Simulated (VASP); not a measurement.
## Os: relaxation of cell and atoms with PBEsol

The system is Os.

```
Os
1.0
     2.47227    0.00000    0.00000
     0.00000    2.47227    0.00000
     0.00000    0.00000    2.47227
Os
1
Direct
  0.00000 0.00000 0.00000
```

```yaml
Program: VASP 6.6.1
Task: relaxation of cell and atoms
Functional: PBEsol
Potentials_or_basis: VASP PAW PBE potentials, release 64 (Os)
Cutoff: 600 eV
k_mesh: 13 × 13 × 13
Occupations: fermi-dirac, width 0.1 eV
Spin: no spin polarisation
Dipole_correction: no
Further_INCAR_settings: ALGO = Normal; EDIFF = 1e-06; IBRION = 2; EDIFFG = -0.01; NSW = 80; ISIF = 3
```

```
Relaxed volume                         : 16.22 Å³/atom
Relaxed cell                           : a = 2.531 Å, b = 2.531 Å, c = 2.531 Å, α = 90.00°, β = 90.00°, γ = 90.00°
Space group after relaxing (to 0.05 Å) : Pm-3m (No. 221)
Energy gained by relaxing              : 81.3 meV/atom
Ionic steps                            : 18
Pressure after relaxing                : 0.0 GPa
Band gap on the k mesh                 : zero (band 4 reaches 12.10 eV, above the bottom of band 5 at 6.42 eV)
```

Step by step:
```csv
step,energy change (eV),largest force (eV/Å),pressure (GPa),volume (Å³)
1,0.0000,0.0000,25.18,15.11
2,0.7025,0.0000,-41.42,20.92
3,-0.0802,0.0000,-2.45,16.35
4,-0.0812,0.0000,-0.25,16.23
5,-0.0813,0.0000,0.18,16.21
6,-0.0813,0.0000,0.18,16.21
7,-0.0813,0.0000,0.17,16.21
8,-0.0813,0.0000,0.16,16.21
9,-0.0813,0.0000,0.16,16.21
10,-0.0813,0.0000,0.16,16.21
11,-0.0813,0.0000,0.16,16.21
12,-0.0813,0.0000,0.16,16.21
13,-0.0813,0.0000,0.15,16.21
14,-0.0813,0.0000,0.15,16.21
15,-0.0813,0.0000,0.15,16.21
16,-0.0813,0.0000,0.13,16.21
17,-0.0813,0.0000,0.11,16.21
18,-0.0813,0.0000,-0.04,16.22
```

Final structure:
```
Os
1.0
     2.53131    0.00000    0.00000
     0.00000    2.53131    0.00000
     0.00000    0.00000    2.53131
Os
1
Direct
  0.00000 0.00000 0.00000
```

Levels at points of the mesh, in eV from the Fermi level:
```
           k point  band 1  band 2  band 3  band 4  band 5  band 6  band 7  band 8
(0.00, 0.00, 0.00)   -9.75   -6.20   -6.20    2.38    2.38    2.38   15.67   15.67
```

It took 24 s on 1 thread of Intel(R) Xeon(R) 6975P-C (Granite Rapids), on a shared host, peak memory 0.13 GiB.

Caveat: the PAW data sets were made with another functional, which shifts forces and pressure a little; spin-orbit coupling is left out, which moves the levels of the heavy elements.
